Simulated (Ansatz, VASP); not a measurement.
## KLiPd4O12: VASP beside Ansatz

File INCAR:

```
PREC     = Accurate       # precision mode
ENCUT    = 520            # plane-wave cutoff, eV
EDIFF    = 1E-7           # SCF threshold, eV
ISMEAR   = 0              # smearing method
SIGMA    = 0.1            # smearing width, eV
LREAL    = Auto         
LASPH    = True           # aspherical terms in the spheres
NELM     = 80             # most SCF steps
ALGO     = Normal         # electronic algorithm
ISIF     = 2              # what is computed and relaxed
LWAVE    = False          # write WAVECAR
LCHARG   = True           # write CHGCAR
GGA      = PE             # functional
LELF     = True           # ELF
LVHAR    = True         
NBANDS   = 77             # bands
```

File KPOINTS:

```
Automatic mesh
0
Gamma
  4 4 4
```

Contents of POSCAR:

```
KLiPd4O12
1.0
    5.3309140851      0.0000000000      0.0000000000
    0.0000000000      5.3309140851      0.0000000000
    0.0000000000      0.0000000000      7.4262460943
K Li Pd O
1 1 4 12
Direct
    0.0000000000      0.0000000000      0.0000000000
    0.5000000000      0.5000000000      0.5000000000
    0.0000000000      0.5000000000      0.7471191264
    0.0000000000      0.5000000000      0.2528808736
    0.5000000000      0.0000000000      0.2528808736
    0.5000000000      0.0000000000      0.7471191264
    0.2582510086      0.2582510086      0.2563147168
    0.2582510086      0.2582510086      0.7436852832
    0.7417489914      0.7417489914      0.7436852832
    0.7417489914      0.7417489914      0.2563147168
    0.7417489914      0.2582510086      0.7436852832
    0.7417489914      0.2582510086      0.2563147168
    0.2582510086      0.7417489914      0.7436852832
    0.2582510086      0.7417489914      0.2563147168
    0.0000000000      0.5000000000      0.5000000000
    0.0000000000      0.5000000000      0.0000000000
    0.5000000000      0.0000000000      0.5000000000
    0.5000000000      0.0000000000      0.0000000000
```

Input for Ansatz:

```yaml
crystal:
  lattice:
    - [5.3309140851, 0.0, 0.0]
    - [0.0, 5.3309140851, 0.0]
    - [0.0, 0.0, 7.4262460943]
  atoms:
    - { symbol: K, position: [0.0, 0.0, 0.0] }
    - { symbol: Li, position: [0.5, 0.5, 0.5] }
    - { symbol: Pd, position: [0.0, 0.5, 0.7471191264] }
    - { symbol: Pd, position: [0.0, 0.5, 0.2528808736] }
    - { symbol: Pd, position: [0.5, 0.0, 0.2528808736] }
    - { symbol: Pd, position: [0.5, 0.0, 0.7471191264] }
    - { symbol: O, position: [0.2582510086, 0.2582510086, 0.2563147168] }
    - { symbol: O, position: [0.2582510086, 0.2582510086, 0.7436852832] }
    - { symbol: O, position: [0.7417489914, 0.7417489914, 0.7436852832] }
    - { symbol: O, position: [0.7417489914, 0.7417489914, 0.2563147168] }
    - { symbol: O, position: [0.7417489914, 0.2582510086, 0.7436852832] }
    - { symbol: O, position: [0.7417489914, 0.2582510086, 0.2563147168] }
    - { symbol: O, position: [0.2582510086, 0.7417489914, 0.7436852832] }
    - { symbol: O, position: [0.2582510086, 0.7417489914, 0.2563147168] }
    - { symbol: O, position: [0.0, 0.5, 0.5] }
    - { symbol: O, position: [0.0, 0.5, 0.0] }
    - { symbol: O, position: [0.5, 0.0, 0.5] }
    - { symbol: O, position: [0.5, 0.0, 0.0] }
basis:
  ecutwfc: 420
kpoints:
  mp_grid: { grid: [4, 4, 4] }
hamiltonian:
  xc: pbe
scf:
  occupations: { method: gaussian, width: 0.1 }
output:
  forces: true
  stress: true
  eigenvalues: true
```

Alike in both runs: task single point; functional PBE; k mesh 4 × 4 × 4; occupations gaussian, width 0.1 eV; no spin polarisation.

|  | VASP | Ansatz |
| --- | --- | --- |
| version | VASP 6.6.1 | Ansatz 0.2.0 |
| potentials or method | VASP PAW PBE potentials, release 64 (K_sv, Li_sv, Pd, O), cutoff 520 eV | scalar-relativistic, plane waves, PAW |
| valence electrons in the cell | 124 | 156 |

Ansatz gave:

| Item | Value |
| --- | --- |
| gap on the k mesh at the Fermi level (eV) | none |
| rms of the force components (eV/Å) | 0.308 |

Question: Which values does VASP return?

Answer: gap on the k mesh at the Fermi level (eV): none; rms of the force components (eV/Å): 0.315.

Atom by atom the forces differ by 0.010 eV/Å (rms over components). A gap of «none» marks a metal or a gap that the smearing closes. VASP's potentials hold 124 valence electrons a cell and Ansatz's 156, so a difference there can come from the potentials and not from the codes.

Noted on VASP's run: the cutoff is short for stress, so the pressure is rough.
